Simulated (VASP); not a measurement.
A run of VASP 6.6.1:

INCAR

```
SYSTEM = Ge
ALGO = Normal
EDIFF = 1E-7
ENCUT = 520
GGA = RP
ISIF = 2
ISMEAR = -1
LASPH = .True.
LCHARG = .True.
LELF = .True.
LREAL = .False.
LVHAR = .True.
LWAVE = .False.
NBANDS = 13
NELM = 100
PREC = Accurate
SIGMA = 0.1
```

File KPOINTS:

```
k-points
0
Gamma
  13 13 13
  0 0 0
```

Contents of POSCAR:

```
Ge
1.0
    2.6223956561      0.0000000000      0.0000000000
    0.0000000000      2.6223956561      0.0000000000
    0.0000000000      0.0000000000      2.6223956561
Ge
1
Direct
    0.0000000000      0.0000000000      0.0000000000
```

Potentials or basis: VASP PAW PBE potentials, release 64 (Ge_d).

The run is started by

```sh
$ cat potpaw_PBE.64/Ge_d/POTCAR > POTCAR
$ mpirun -np 1 vasp_std > vasp.out
```

Hardware: 1 thread of AMD EPYC 7R13 (shared host).

Problem. Estimate the wall time of this run.

Solution. Wall time 25 s on 1 thread of AMD EPYC 7R13 (shared host), peak memory 0.1 GiB. Counts: scf iterations 12, k points 84.
